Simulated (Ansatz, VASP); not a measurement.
**ZnCd3Se2 in VASP and in Ansatz**

Contents of INCAR:

```
PREC = Accurate ; ENCUT = 520
EDIFF = 1E-6 ; ISMEAR = 0
SIGMA = 0.1 ; LREAL = F
LASPH = T ; NELM = 100
ALGO = Normal ; ISIF = 2
LWAVE = F ; LCHARG = T
GGA = PE ; LELF = T
LVHAR = T ; NBANDS = 39
```

File KPOINTS:

```
Automatic mesh
0
Gamma
  3 3 4
```

File POSCAR:

```
ZnCd3Se2
1.0
    6.4851856300      0.0000000000      0.0000000000
   -3.2425928200      5.6163355100      0.0000000000
    0.0000000000      0.0000000000      3.8120594900
Zn Cd Se
1 3 2
Direct
    0.0000000000      0.0000000000      0.5000000000
    0.0000000000      0.5000000000      0.0000000000
    0.5000000000      0.0000000000      0.0000000000
    0.5000000000      0.5000000000      0.0000000000
    0.3333333300      0.6666666700      0.5000000000
    0.6666666700      0.3333333300      0.5000000000
```

Input for Ansatz:

```yaml
crystal:
  lattice:
    - [6.48518563, 0.0, 0.0]
    - [-3.24259282, 5.61633551, 0.0]
    - [0.0, 0.0, 3.81205949]
  atoms:
    - { symbol: Zn, position: [0.0, 0.0, 0.5] }
    - { symbol: Cd, position: [0.0, 0.5, 0.0] }
    - { symbol: Cd, position: [0.5, 0.0, 0.0] }
    - { symbol: Cd, position: [0.5, 0.5, 0.0] }
    - { symbol: Se, position: [0.33333333, 0.66666667, 0.5] }
    - { symbol: Se, position: [0.66666667, 0.33333333, 0.5] }
basis:
  ecutwfc: 420
kpoints:
  mp_grid: { grid: [3, 3, 4] }
hamiltonian:
  xc: pbe
scf:
  occupations: { method: gaussian, width: 0.1 }
  lower_state_search: "off"
output:
  forces: true
  stress: true
  eigenvalues: true
```

Change from the starting cell: species swapped into the TmB2Rh3 type (P6/mmm, No. 191).

Alike in both runs: task single point; functional PBE; k mesh 3 × 3 × 4; occupations gaussian, width 0.1 eV; no spin polarisation.

|  | VASP | Ansatz |
| --- | --- | --- |
| version | VASP 6.6.1 | Ansatz 0.2.0 |
| potentials or method | VASP PAW PBE potentials, release 64 (Zn, Cd, Se), cutoff 520 eV | scalar-relativistic, plane waves, PAW |
| valence electrons in the cell | 60 | 104 |

VASP gave:

| Quantity | Value |
| --- | --- |
| gap on the k mesh at the Fermi level (eV) | none |
| pressure (GPa) | 12.4 |
| traceless stress, the component that is largest in VASP (GPa) | 3.45 |

Question: What did Ansatz give for the same quantities?

Answer: gap on the k mesh at the Fermi level (eV): none; pressure (GPa): 11.9; traceless stress, the component that is largest in VASP (GPa): 3.25.

A gap of «none» marks a metal or a gap that the smearing closes. VASP's potentials hold 60 valence electrons a cell and Ansatz's 104, so a difference there can come from the potentials and not from the codes.

The k mesh is coarse, so the values compare programs but aren't converged.
